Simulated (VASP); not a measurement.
# Eu (Pm-3m) in VASP: a series of runs

Runs on Eu. Level: PBE. Tasks: single point.

All numbers are computed with VASP 6.6.1; they aren't measurements. Logs are shortened: lines on timing, memory, paths and dates and some standing lists are left out, and cuts for length are marked.

**1. The cell of the first run**

It takes space group Pm-3m (No. 221, cubic). Conventional cell: a = 3.505 Å, b = 3.505 Å, c = 3.505 Å, α = 90.00°, β = 90.00°, γ = 90.00°. Within 4.6 Å of Eu (site symmetry m-3m) lie 6 Eu at 3.50 Å.

**2. Single point, PBE, collinear spin, ferromagnetic start**

File INCAR:

```
PREC = Accurate
ENCUT = 520
EDIFF = 1E-7
ISMEAR = -1
SIGMA = 0.1
LREAL = False
LASPH = True
NELM = 150
ALGO = Normal
ISIF = 2
LWAVE = False
LCHARG = False
ISPIN = 2
MAGMOM = 7
LORBIT = 11
LMAXMIX = 6
GGA = PE
NBANDS = 18
```

File KPOINTS:

```
regular mesh
0
Gamma
  11 11 11
```

File POSCAR:

```
Eu
1.0
    3.5046554741      0.0000000000      0.0000000000
    0.0000000000      3.5046554741      0.0000000000
    0.0000000000      0.0000000000      3.5046554741
Eu
1
Direct
    0.0000000000      0.0000000000      0.0000000000
```

Potentials or basis: VASP PAW PBE potentials, release 64 (Eu).

Run with:

```
> cat potpaw_PBE.64/Eu/POTCAR > POTCAR
> mpirun -np 1 vasp_std > vasp.out
```

OUTCAR:

```text
PREC = Accurate
   ENCUT = 520
   EDIFF = 1E-7
   ISMEAR = -1
   LREAL = False
   LASPH = True
   NELM = 150
   ISIF = 2
   ISPIN = 2
   LORBIT = 11
   GGA = PE

 ion  position               nearest neighbor table
   1  0.000  0.000  0.000-

  LATTYP: Found a simple cubic cell.
 ALAT       =     3.5046554741

  Lattice vectors:

 A1 = (   3.5046554741,   0.0000000000,   0.0000000000)
 A2 = (   0.0000000000,   3.5046554741,   0.0000000000)
 A3 = (   0.0000000000,   0.0000000000,   3.5046554741)

Analysis of symmetry for initial positions (statically):
=====================================================================
 Subroutine PRICEL returns:
 Original cell was already a primitive cell.

 Routine SETGRP: Setting up the symmetry group for a
 simple cubic supercell.

 Subroutine GETGRP returns: Found 48 space group operations
 (whereof 48 operations were pure point group operations)
 out of a pool of 48 trial point group operations.

The static configuration has the point symmetry O_h .

Analysis of symmetry for dynamics (positions and initial velocities):
=====================================================================
 Subroutine PRICEL returns:
 Original cell was already a primitive cell.

 Routine SETGRP: Setting up the symmetry group for a
 simple cubic supercell.

 Subroutine GETGRP returns: Found 48 space group operations
 (whereof 48 operations were pure point group operations)
 out of a pool of 48 trial point group operations.

The dynamic configuration has the point symmetry O_h .

Analysis of structural, dynamic, and magnetic symmetry:
=====================================================================
 Subroutine PRICEL returns:
 Original cell was already a primitive cell.

 Routine SETGRP: Setting up the symmetry group for a
 simple cubic supercell.

 Subroutine GETGRP returns: Found 48 space group operations
 (whereof 48 operations were pure point group operations)
 out of a pool of 48 trial point group operations.

The overall configuration has the point symmetry O_h .

 Subroutine INISYM returns: Found 48 space group operations
 (whereof 48 operations are pure point group operations),
 and found     1 'primitive' translations

----------------------------------------------------------------------------------------

                                     Primitive cell

  volume of cell :      43.0463

  direct lattice vectors                    reciprocal lattice vectors
     3.504655474  0.000000000  0.000000000     0.285334752  0.000000000  0.000000000
     0.000000000  3.504655474  0.000000000     0.000000000  0.285334752  0.000000000
     0.000000000  0.000000000  3.504655474     0.000000000  0.000000000  0.285334752

  length of vectors
     3.504655474  3.504655474  3.504655474     0.285334752  0.285334752  0.285334752

  position of ions in fractional coordinates (direct lattice)
     0.000000000  0.000000000  0.000000000

  ion indices of the primitive-cell ions
   primitive index   ion index
                 1           1

----------------------------------------------------------------------------------------

 KPOINTS: regular mesh

Automatic generation of k-mesh.
 Grid dimensions read from file:
 generate k-points for:   11   11   11

 Generating k-lattice:

  Cartesian coordinates                     Fractional coordinates (reciprocal lattice)
     0.025939523  0.000000000  0.000000000     0.090909091  0.000000000  0.000000000
     0.000000000  0.025939523  0.000000000     0.000000000  0.090909091  0.000000000
     0.000000000  0.000000000  0.025939523     0.000000000  0.000000000  0.090909091

  Length of vectors
     0.025939523  0.025939523  0.025939523

  Shift w.r.t. Gamma in fractional coordinates (k-lattice)
     0.000000000  0.000000000  0.000000000

 Subroutine IBZKPT returns following result:
 ===========================================

 Found     56 irreducible k-points:

 Following reciprocal coordinates:
            Coordinates               Weight
  0.000000  0.000000  0.000000      1.000000
  0.090909  0.000000  0.000000      6.000000
  0.181818  0.000000  0.000000      6.000000
  0.272727  0.000000  0.000000      6.000000
  0.363636  0.000000  0.000000      6.000000
  0.454545  0.000000  0.000000      6.000000
[... 16 lines left out ...]
  0.181818  0.090909  0.090909     24.000000
  0.272727  0.090909  0.090909     24.000000
 [... further k-points ...]
   k-points           NKPTS =     56   k-points in BZ     NKDIM =     56   number of bands    NBANDS=     18
   number of dos      NEDOS =    301   number of ions     NIONS =      1
   total plane-waves  NPLWV =  21952
   dimension x,y,z NGX =    28 NGY =   28 NGZ =   28
   dimension x,y,z NGXF=    56 NGYF=   56 NGZF=   56
   ions per type =               1
   NGX,Y,Z   is equivalent  to a cutoff of  13.28, 13.28, 13.28 a.u.
   NGXF,Y,Z  is equivalent  to a cutoff of  26.56, 26.56, 26.56 a.u.
 SYSTEM =  unknown system
   PREC   = accura    normal or accurate (medium, high low for compatibility)
   ISTART =      0    job   : 0-new  1-cont  2-samecut
   ICHARG =      2    charge: 1-file 2-atom 10-const
   ISPIN  =      2    spin polarized calculation?
   LNONCOLLINEAR =      F non collinear calculations
   LSORBIT =      F    spin-orbit coupling
   LASPH  =      T    aspherical Exc in radial PAW
   ENCUT  =  520.0 eV  38.22 Ry    6.18 a.u.   6.52  6.52  6.52*2*pi/ulx,y,z
   NELM   =    150;   NELMIN=  2; NELMDL= -5     # of ELM steps
   EDIFF  = 0.1E-06   stopping-criterion for ELM
   LREAL  =      F    real-space projection
   EDIFFG = 0.1E-05   stopping-criterion for IOM
   NSW    =      0    number of steps for IOM
   IBRION =     -1    ionic relax: 0-MD 1-quasi-New 2-CG
   NFREE  =      0    steps in history (QN), initial steepest desc. (CG)
   ISIF   =      2    stress and relaxation
   ISYM   =      2    0-nonsym 1-usesym 2-fastsym
   POTIM  = 0.5000    time-step for ionic-motion
   TEBEG  =    0.0;   TEEND  =   0.0 temperature during run
   PSTRESS=    0.0 pullay stress
   NELECT =      17.0000    total number of electrons
   NUPDOWN=      -1.0000    fix difference up-down
   EMIN   =  10.00;   EMAX   =-10.00  energy-range for DOS
   EFERMI =   0.00;   METHOD = LEGACY
   ISMEAR =    -1;   SIGMA  =   0.10  broadening in eV -4-tet -1-fermi 0-gaus
   EFERMI_NEDOS =   21; number of points for ismear=-14 and -15
   IALGO  =     38    algorithm
   IMIX   =      4    mixing-type and parameters
     AMIX     =   0.40;   BMIX     =  1.00
     AMIX_MAG =   1.60;   BMIX_MAG =  1.00
  volume/ion in A,a.u.               =      43.05       290.49
  Fermi-wavevector in a.u.,A,eV,Ry     =   1.201100  2.269750 19.628323  1.442641
  Thomas-Fermi vector in A             =   2.336918
   LORBIT       =     11    0 simple, 1 ext, 2 COOP (PROOUT), +10 PAW based schemes
   GGA     = PE    functional components
   LHFCALC =     F    Hartree Fock is set to
   AEXX    =    0.0000 exact exchange contribution
   IVDW    =     0    specifies the selected vdW correction
   LEPSILON=     F    determine dielectric tensor
   LRPA    =     F    only Hartree local field effects (RPA)
 spin polarized calculation
  energy-cutoff  :      520.00
  volume of cell :       43.05
 maximum number of plane-waves:      1189
 NGX is ok and might be reduce to    28
   NGX = 13   NGY = 13   NGZ = 13

 number of electron      16.9999995 magnetization       7.2523556

 Free energy of the ion-electron system (eV)
  ---------------------------------------------------
  ext. energy  EPLUGINS =         0.00000000
  ---------------------------------------------------
  free energy    TOTEN  =       -11.05306774 eV

  energy without entropy =      -10.98271385  energy(sigma->0) =      -11.01789080

 E-fermi :   1.8314     XC(G=0):  -8.7046

 val. band max:        1.8234971063   @ k =   0.4545   0.2727   0.0909
 cond. band min:       1.8351490147   @ k =   0.4545   0.1818   0.0909
 fundamental gap:      0.0116519084
 Fermi energy:         1.8313657181

 spin component 1

 k-point     1 :       0.0000    0.0000    0.0000
  band No.  band energies     occupation
      1     -39.9565      1.00000
      2     -18.4449      1.00000
      3     -18.4449      1.00000
      4     -18.4449      1.00000
      5      -2.1896      1.00000
      6       1.2752      0.99617
[... 10 lines left out ...]
     17       7.2012      0.00000
     18      11.2815      0.00000

 k-point     2 :       0.0909    0.0000    0.0000
  band No.  band energies     occupation
      1     -39.9531      1.00000
      2     -18.4983      1.00000
      3     -18.4404      1.00000
      4     -18.4404      1.00000
      5      -2.0421      1.00000
      6       1.2540      0.99690
[... 10 lines left out ...]
     17       7.2221      0.00000
     18      10.5448      0.00000
[... 442 lines left out ...]
 k-point    24 :       0.2727    0.0909    0.0909
  band No.  band energies     occupation
      1     -39.9256      1.00000
      2     -18.8049      1.00000
      3     -18.4624      1.00000
      4     -18.4573      1.00000
      5      -0.7681      1.00000
      6       1.1928      0.99832
[... 10 lines left out ...]
     17       6.8020      0.00000
     18       9.2753      0.00000

 [... further k-points ...]

 spin component 2

 k-point     1 :       0.0000    0.0000    0.0000
  band No.  band energies     occupation
      1     -36.8244      1.00000
      2     -16.0950      1.00000
      3     -16.0950      1.00000
      4     -16.0950      1.00000
      5      -1.5091      1.00000
      6       2.6350      0.00032
[... 10 lines left out ...]
     17       8.5286      0.00000
     18      12.1595      0.00000

 k-point     2 :       0.0909    0.0000    0.0000
  band No.  band energies     occupation
      1     -36.8203      1.00000
      2     -16.1597      1.00000
      3     -16.0895      1.00000
      4     -16.0895      1.00000
      5      -1.3554      1.00000
      6       2.6839      0.00020
[... 10 lines left out ...]
     17       8.5535      0.00000
     18      11.4267      0.00000
[... 442 lines left out ...]
 k-point    24 :       0.2727    0.0909    0.0909
  band No.  band energies     occupation
      1     -36.7862      1.00000
      2     -16.5264      1.00000
      3     -16.1155      1.00000
      4     -16.1082      1.00000
      5      -0.0308      1.00000
      6       3.2381      0.00000
[... 10 lines left out ...]
     17       8.1539      0.00000
     18      10.3951      0.00000

 [... further k-points ...]
[... 5 lines left out ...]
  --------------------------------------------------------------------------------------
  -------------------------------------------------------------------------------------
  Total       -0.0607025     -0.0607025     -0.0607025      0.0000000      0.0000000     -0.0000000
  in kB       -2.2593378     -2.2593378     -2.2593378      0.0000000      0.0000000     -0.0000000
  external PRESSURE =      -2.2593378 kB  Pullay stress =       0.0000000 kB

 VOLUME and BASIS-vectors are now :
 -----------------------------------------------------------------------------
  energy-cutoff  :      520.00
  volume of cell :       43.05
      direct lattice vectors                 reciprocal lattice vectors
     3.504655474  0.000000000  0.000000000     0.285334752  0.000000000  0.000000000
     0.000000000  3.504655474  0.000000000     0.000000000  0.285334752  0.000000000
     0.000000000  0.000000000  3.504655474     0.000000000  0.000000000  0.285334752

 POSITION                                       TOTAL-FORCE (eV/Angst)
 -----------------------------------------------------------------------------------
      0.00000      0.00000      0.00000         0.000000      0.000000      0.000000
 -----------------------------------------------------------------------------------
    total drift:                               -0.000000     -0.000000     -0.000000

  FREE ENERGIE OF THE ION-ELECTRON SYSTEM (eV)
  ---------------------------------------------------
  free  energy   TOTEN  =       -11.0530677416 eV

  energy  without entropy=      -10.9827138547  energy(sigma->0) =      -11.01789080

 total charge

# of ion       s       p       d       f       tot
--------------------------------------------------
    1        2.082   5.704   0.340   6.650  14.776

 magnetization (x)

# of ion       s       p       d       f       tot
--------------------------------------------------
    1        0.006  -0.104   0.156   6.646   6.703
```

Wall time 82 s (1 thread of Intel Xeon 6975P-C (Granite Rapids), shared host); peak memory 0.22 GiB.

Results:

```
Free energy                                           : -11.0531 eV
Pressure                                              : -0.2 GPa
Net moment                                            : 7.25 μB per cell
Site moments                                          : Eu +6.70 μB
Valence electrons inside the program's atomic spheres : Eu 14.78
```

Caveat: spin-orbit coupling is left out, which moves the levels of the heavy elements.

(Part 1 of 2 ends here.)
